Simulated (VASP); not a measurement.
# TiCo (Pm-3m) in VASP: further runs

TiCo is run at these levels: PBEsol+D3(BJ); tasks: single point.

Program: VASP 6.6.1. These are calculated values, not measurements. Logs are shortened: lines on timing, memory, paths and dates and some standing lists are left out, and cuts for length are marked.

### Step 1. The cell of the first run

Symmetry: Pm-3m, No. 221, cubic system. The conventional cell has a = 2.986 Å, b = 2.986 Å, c = 2.986 Å, α = 90.00°, β = 90.00°, γ = 90.00°. Ti (site symmetry m-3m) has 8 Co at 2.59 Å and 6 Ti at 2.99 Å within 3.4 Å. Within 3.4 Å of Co (site symmetry m-3m) lie 8 Ti at 2.59 Å and 6 Co at 2.99 Å.

### Step 2. Single point, PBEsol+D3(BJ), collinear spin, zero start

INCAR

```
SYSTEM = TiCo
PREC     = Accurate       ! precision mode
ENCUT    = 600            ! plane-wave cutoff, eV
EDIFF    = 1E-6           ! SCF threshold, eV
ISMEAR   = 1              ! smearing method
SIGMA    = 0.1            ! smearing width, eV
LREAL    = .False.        ! projectors in reciprocal space
LASPH    = .True.         ! aspherical terms in the spheres
NELM     = 200            ! most SCF steps
ALGO     = Normal         ! electronic algorithm
ISIF     = 2              ! what is computed and relaxed
LWAVE    = .False.        ! write WAVECAR
LCHARG   = .True.         ! write CHGCAR
ISPIN    = 2              ! spin polarisation
MAGMOM   = 0 0            ! initial moments
LORBIT   = 11             ! projections on sites
NUPDOWN  = 0.0            ! fixed moment
LMAXMIX  = 4              ! l up to which the mixer works
GGA      = PS             ! functional
IVDW     = 12             ! dispersion correction
LELF     = .True.         ! ELF
LVHAR    = .True.       
NBANDS   = 22             ! bands
GGA_COMPAT= .False.
```

KPOINTS

```
Automatic mesh
0
Gamma
  5 5 5
  0 0 0
```

POSCAR

```
TiCo
1.0
    2.9861110000      0.0000000000      0.0000000000
    0.0000000000      2.9861110000      0.0000000000
    0.0000000000      0.0000000000      2.9861110000
Ti Co
1 1
Direct
    0.0000000000      0.0000000000      0.0000000000
    0.5000000000      0.5000000000      0.5000000000
```

Potentials or basis: VASP PAW PBE potentials, release 64 (Ti_sv, Co).

Run with:

```bash
$ cat potpaw_PBE.64/Ti_sv/POTCAR potpaw_PBE.64/Co/POTCAR > POTCAR
$ mpirun -np 1 vasp_std > vasp.out
```

OUTCAR:

```text
SYSTEM = TiCo
   PREC = Accurate
   ENCUT = 600
   EDIFF = 1E-6
   ISMEAR = 1
   LREAL = .False.
   LASPH = .True.
   NELM = 200
   ISIF = 2
   ISPIN = 2
   LORBIT = 11
   NUPDOWN = 0.0
   GGA = PS
   IVDW = 12
 IVDW          = 12

 ion  position               nearest neighbor table
   1  0.000  0.000  0.000-   2 2.59   2 2.59   2 2.59   2 2.59   2 2.59   2 2.59   2 2.59   2 2.59

   2  0.500  0.500  0.500-   1 2.59   1 2.59   1 2.59   1 2.59   1 2.59   1 2.59   1 2.59   1 2.59

  LATTYP: Found a simple cubic cell.
 ALAT       =     2.9861110000

  Lattice vectors:

 A1 = (   2.9861110000,   0.0000000000,   0.0000000000)
 A2 = (   0.0000000000,   2.9861110000,   0.0000000000)
 A3 = (   0.0000000000,   0.0000000000,   2.9861110000)

Analysis of symmetry for initial positions (statically):
=====================================================================
 Subroutine PRICEL returns:
 Original cell was already a primitive cell.

 Routine SETGRP: Setting up the symmetry group for a
 simple cubic supercell.

 Subroutine GETGRP returns: Found 48 space group operations
 (whereof 48 operations were pure point group operations)
 out of a pool of 48 trial point group operations.

The static configuration has the point symmetry O_h .

Analysis of symmetry for dynamics (positions and initial velocities):
=====================================================================
 Subroutine PRICEL returns:
 Original cell was already a primitive cell.

 Routine SETGRP: Setting up the symmetry group for a
 simple cubic supercell.

 Subroutine GETGRP returns: Found 48 space group operations
 (whereof 48 operations were pure point group operations)
 out of a pool of 48 trial point group operations.

The dynamic configuration has the point symmetry O_h .

Analysis of structural, dynamic, and magnetic symmetry:
=====================================================================
 Subroutine PRICEL returns:
 Original cell was already a primitive cell.

 Routine SETGRP: Setting up the symmetry group for a
 simple cubic supercell.

 Subroutine GETGRP returns: Found 48 space group operations
 (whereof 48 operations were pure point group operations)
 out of a pool of 48 trial point group operations.

The overall configuration has the point symmetry O_h .

 Subroutine INISYM returns: Found 48 space group operations
 (whereof 48 operations are pure point group operations),
 and found     1 'primitive' translations

----------------------------------------------------------------------------------------
[... 102 lines left out ...]
   LORBIT       =     11    0 simple, 1 ext, 2 COOP (PROOUT), +10 PAW based schemes
   GGA     = PS    functional components
   LHFCALC =     F    Hartree Fock is set to
   AEXX    =    0.0000 exact exchange contribution
   IVDW    =    12    specifies the selected vdW correction
   LEPSILON=     F    determine dielectric tensor
   LRPA    =     F    only Hartree local field effects (RPA)
 spin polarized calculation
 Methfessel and Paxton  Order N= 1 SIGMA  =   0.10
  energy-cutoff  :      600.00
  volume of cell :       26.63
 maximum number of plane-waves:       904
 NGX is ok and might be reduce to    24
   NGX = 11   NGY = 11   NGZ = 11

 number of electron      20.9999983 magnetization       0.0000000

 number of electron      20.9999983 magnetization      -0.0000000

 Free energy of the ion-electron system (eV)
  ---------------------------------------------------
  ext. energy  EPLUGINS =         0.00000000
  ---------------------------------------------------
  free energy    TOTEN  =       -16.78508082 eV

  energy without entropy =      -16.77845895  energy(sigma->0) =      -16.78287353

 E-fermi :   9.8477     XC(G=0): -12.7285

 val. band max:        9.8383187354   @ k =   0.4000   0.4000   0.2000
 cond. band min:       9.8790061644   @ k =   0.4000   0.4000   0.2000
 fundamental gap:      0.0406874290
 Fermi energy:         9.8477034049

 spin component 1

 k-point     1 :       0.0000    0.0000    0.0000
  band No.  band energies     occupation
      1     -47.1653      1.00000
      2     -23.3589      1.00000
      3     -23.3589      1.00000
      4     -23.3589      1.00000
      5       2.0750      1.00000
      6       5.9997      1.00000
[... 239 lines left out ...]
     21      21.6740      0.00000
     22      25.4616      0.00000
 Fermi energy:         9.8476993059

 spin component 2

 k-point     1 :       0.0000    0.0000    0.0000
  band No.  band energies     occupation
      1     -47.1654      1.00000
      2     -23.3589      1.00000
      3     -23.3589      1.00000
      4     -23.3589      1.00000
      5       2.0749      1.00000
      6       5.9997      1.00000
[... 239 lines left out ...]
     21      21.6739      0.00000
     22      25.4614      0.00000

------------------------ aborting loop because EDIFF is reached ----------------------------------------

 Edisp (eV)   -1.03517

 E8    (eV) :    -0.7095

  FORCE on cell =-STRESS in cart. coord.  units (eV):
  Direction    XX          YY          ZZ          XY          YZ          ZX
  --------------------------------------------------------------------------------------
  -------------------------------------------------------------------------------------
  Total      -2.63175    -2.63175    -2.63175    -0.00000    -0.00000     0.00000
  in kB    -158.35734  -158.35734  -158.35734    -0.00000    -0.00000     0.00000
  external pressure =     -158.36 kB  Pullay stress =        0.00 kB

 VOLUME and BASIS-vectors are now :
 -----------------------------------------------------------------------------
  energy-cutoff  :      600.00
  volume of cell :       26.63
      direct lattice vectors                 reciprocal lattice vectors
     2.986111000  0.000000000  0.000000000     0.334883733  0.000000000  0.000000000
     0.000000000  2.986111000  0.000000000     0.000000000  0.334883733  0.000000000
     0.000000000  0.000000000  2.986111000     0.000000000  0.000000000  0.334883733

 POSITION                                       TOTAL-FORCE (eV/Angst)
 -----------------------------------------------------------------------------------
      0.00000      0.00000      0.00000         0.000000      0.000000      0.000000
      1.49306      1.49306      1.49306         0.000000      0.000000      0.000000
 -----------------------------------------------------------------------------------
    total drift:                                0.000000      0.000000     -0.000000

  FREE ENERGIE OF THE ION-ELECTRON SYSTEM (eV)
  ---------------------------------------------------
  free  energy   TOTEN  =       -17.8202535221 eV

  energy  without entropy=      -17.8136316512  energy(sigma->0) =      -17.81804623

 total charge

# of ion       s       p       d       tot
------------------------------------------
    1        2.248   6.174   1.866  10.288
    2        0.522   0.442   7.342   8.306
--------------------------------------------------
tot          2.771   6.615   9.208  18.594

 magnetization (x)

# of ion       s       p       d       tot
------------------------------------------
    1       -0.000   0.000   0.000  -0.000
    2        0.000   0.000   0.000   0.000
--------------------------------------------------
tot         -0.000   0.000   0.000   0.000
```

OSZICAR:

```text
N       E                     dE             d eps       ncg     rms          rms(c)
DAV:   1     0.174128823457E+03    0.17413E+03   -0.10296E+04   904   0.130E+03
DAV:   2    -0.841376922362E+01   -0.18254E+03   -0.17399E+03   886   0.320E+02
DAV:   3    -0.190867787210E+02   -0.10673E+02   -0.10480E+02  1082   0.820E+01
DAV:   4    -0.194099864558E+02   -0.32321E+00   -0.32219E+00  1046   0.127E+01
DAV:   5    -0.194219897356E+02   -0.12003E-01   -0.12000E-01  1066   0.222E+00    0.141E+01
DAV:   6    -0.181873718927E+02    0.12346E+01   -0.14352E+01  1000   0.448E+01    0.115E+01
DAV:   7    -0.185937845454E+02   -0.40641E+00   -0.22425E+01  1090   0.367E+01    0.187E+01
DAV:   8    -0.168036148022E+02    0.17902E+01   -0.88449E+00  1062   0.224E+01    0.182E+00
DAV:   9    -0.167880832304E+02    0.15532E-01   -0.21946E-01  1114   0.362E+00    0.149E+00
DAV:  10    -0.167860691525E+02    0.20141E-02   -0.39940E-02  1076   0.182E+00    0.491E-01
DAV:  11    -0.167855332105E+02    0.53594E-03   -0.25813E-03  1128   0.428E-01    0.253E-01
DAV:  12    -0.167850938724E+02    0.43934E-03   -0.16521E-03  1150   0.255E-01    0.410E-02
DAV:  13    -0.167850843181E+02    0.95543E-05   -0.51528E-05  1006   0.505E-02    0.209E-02
DAV:  14    -0.167850812258E+02    0.30923E-05   -0.40149E-06   908   0.132E-02    0.930E-03
DAV:  15    -0.167850808247E+02    0.40111E-06   -0.99627E-07   558   0.688E-03
   1 F= -.17820254E+02 E0= -.17818046E+02  d E =-.662187E-02  mag=    -0.0000
```

stdout:

```text
POSCAR found type information on POSCAR TiCo
 POSCAR found :  2 types and       2 ions
 scaLAPACK will be used
 -----------------------------------------------------------------------------
|                                                                             |
|                                                                             |
|     You enforced a specific xc type in the INCAR file but a different       |
|     I HOPE YOU KNOW WHAT YOU ARE DOING!                                     |
|                                                                             |
 -----------------------------------------------------------------------------

 LDA part: xc-table for (Slater+PW92), standard interpolation
 POSCAR, INCAR and KPOINTS ok, starting setup
 FFT: planning ... GRIDC
 FFT: planning ... GRID_SOFT
 FFT: planning ... GRID
 WAVECAR not read
 entering main loop
```

Wall time 8.3 s (1 thread of Intel Xeon 6975P-C (Granite Rapids), shared host); peak memory 0.16 GiB.

What came out:

| Quantity | Value |
| --- | --- |
| Free energy | -17.8203 eV |
| Pressure | -15.8 GPa |
| Net moment | 0.00 μB per cell |
| Valence electrons inside the program's atomic spheres | Ti 10.29; Co 8.31 |
| Dispersion energy per atom | -0.518 eV |

Caveat: the k points lie up to 0.42 Å⁻¹ apart; the PAW data sets were made with another functional, which shifts forces and pressure a little; the total moment is fixed, so each spin has its own Fermi level.

### Step 3. Single point, PBEsol+D3(BJ), collinear spin, ferromagnetic start

INCAR

```
SYSTEM = TiCo
PREC = Accurate ; ENCUT = 600
EDIFF = 1E-6 ; ISMEAR = 1
SIGMA = 0.1 ; LREAL = .False.
LASPH = .True. ; NELM = 200
ALGO = Normal ; ISIF = 2
LWAVE = .False. ; LCHARG = .False.
ISPIN = 2 ; MAGMOM = -0.03 0.63
LORBIT = 11 ; NUPDOWN = 0.5
LMAXMIX = 4 ; GGA = PS
IVDW = 12 ; NBANDS = 22
GGA_COMPAT = .False.
```

KPOINTS

```
regular mesh
0
Gamma
  5 5 5
  0 0 0
```

POSCAR is that of step 2.

Potentials or basis: VASP PAW PBE potentials, release 64 (Ti_sv, Co).

Run with:

```bash
$ cat potpaw_PBE.64/Ti_sv/POTCAR potpaw_PBE.64/Co/POTCAR > POTCAR
$ mpirun -np 1 vasp_std > vasp.out
```

It took 7.8 s on 1 thread of Intel Xeon 6975P-C (Granite Rapids), shared host; peak memory 0.16 GiB.

It converged, with:

```
Free energy                                           : -17.8589 eV
Pressure                                              : -15.4 GPa
Net moment                                            : 0.50 μB per cell
Site moments                                          : Ti -0.03; Co +0.56 μB
Valence electrons inside the program's atomic spheres : Ti 10.29; Co 8.30
Dispersion energy per atom                            : -0.518 eV
```

Caveat: the k points lie up to 0.42 Å⁻¹ apart; the PAW data sets were made with another functional, which shifts forces and pressure a little; the total moment is fixed, so each spin has its own Fermi level and the state may be an excited one.

### Step 4. Single point, PBEsol+D3(BJ), collinear spin, ferromagnetic start

INCAR

```
PREC     = Accurate       # precision mode
ENCUT    = 600            # plane-wave cutoff, eV
EDIFF    = 1E-6           # SCF threshold, eV
ISMEAR   = 1              # smearing method
SIGMA    = 0.1            # smearing width, eV
LREAL    = F              # projectors in reciprocal space
LASPH    = T              # aspherical terms in the spheres
NELM     = 200            # most SCF steps
ALGO     = Normal         # electronic algorithm
ISIF     = 2              # what is computed and relaxed
LWAVE    = F              # write WAVECAR
LCHARG   = T              # write CHGCAR
ISPIN    = 2              # spin polarisation
MAGMOM   = 0.03 1.1       # initial moments
LORBIT   = 11             # projections on sites
NUPDOWN  = 1.0            # fixed moment
LMAXMIX  = 4              # l up to which the mixer works
GGA      = PS             # functional
IVDW     = 12             # dispersion correction
LELF     = T              # ELF
LVHAR    = T            
NBANDS   = 22             # bands
GGA_COMPAT= F
```

KPOINTS

```
Automatic mesh
0
Gamma
  5 5 5
```

POSCAR is that of step 3.

Run with:

```bash
$ cat potpaw_PBE.64/Ti_sv/POTCAR potpaw_PBE.64/Co/POTCAR > POTCAR
$ mpirun -np 1 vasp_std > vasp.out
```

It took 8.4 s on 1 thread of Intel Xeon 6975P-C (Granite Rapids), shared host; peak memory 0.16 GiB.

The run converged. Its results:

```
Free energy                                           : -17.8962 eV
Pressure                                              : -13.1 GPa
Net moment                                            : 1.00 μB per cell
Site moments                                          : Ti +0.03; Co +0.99 μB
Valence electrons inside the program's atomic spheres : Ti 10.28; Co 8.29
Dispersion energy per atom                            : -0.518 eV
```

Caveat: the k points lie up to 0.42 Å⁻¹ apart; the PAW data sets were made with another functional, which shifts forces and pressure a little; the total moment is fixed, so each spin has its own Fermi level and the state may be an excited one.

### Step 5. Single point, PBEsol+D3(BJ), collinear spin, ferromagnetic start

INCAR

```
PREC = Accurate
ENCUT = 600
EDIFF = 1E-6
ISMEAR = 1
SIGMA = 0.1
LREAL = F
LASPH = T
NELM = 200
ALGO = Normal
ISIF = 2
LWAVE = F
LCHARG = F
ISPIN = 2
MAGMOM = 0.2 1.35
LORBIT = 11
NUPDOWN = 1.5
LMAXMIX = 4
GGA = PS
IVDW = 12
NBANDS = 22
GGA_COMPAT = F
```

KPOINTS

```
regular mesh
0
Gamma
  5 5 5
```

POSCAR is that of step 4.

Run with:

```bash
$ cat potpaw_PBE.64/Ti_sv/POTCAR potpaw_PBE.64/Co/POTCAR > POTCAR
$ mpirun -np 1 vasp_std > vasp.out
```

Wall time 7.2 s (1 thread of Intel Xeon 6975P-C (Granite Rapids), shared host); peak memory 0.16 GiB.

It converged, with:

| Property | Result |
| --- | --- |
| Free energy | -17.7013 eV |
| Pressure | -11.5 GPa |
| Net moment | 1.50 μB per cell |
| Site moments | Ti +0.20; Co +1.22 μB |
| Valence electrons inside the program's atomic spheres | Ti 10.31; Co 8.28 |
| Dispersion energy per atom | -0.518 eV |

Caveat: the k points lie up to 0.42 Å⁻¹ apart; the PAW data sets were made with another functional, which shifts forces and pressure a little; the total moment is fixed, so each spin has its own Fermi level and the state may be an excited one.

### Step 6. Summary

```tsv
spin	fixed moment (μB)	pressure (GPa)	moment (μB)
collinear, zero start	0.0	-15.8	0.00
collinear, ferromagnetic start	0.5	-15.4	0.50
collinear, ferromagnetic start	1.0	-13.1	1.00
collinear, ferromagnetic start	1.5	-11.5	1.50
```

Alike in all rows: task single point; level PBEsol+D3(BJ); potentials or basis VASP PAW PBE potentials, release 64 (Ti_sv, Co); cell as given; k mesh 5 × 5 × 5; cutoff (eV) 600; smearing methfessel-paxton 0.1 eV.

Caveats: all runs use coarse meshes; the PAW data sets were made with another functional, which shifts forces and pressure a little; the total moment is fixed, so each spin has its own Fermi level and the state may be an excited one (at least some runs); the total moment is fixed, so each spin has its own Fermi level (at least some runs).

Total energies depend on the potentials used, so only differences within one code and one set of settings carry meaning.
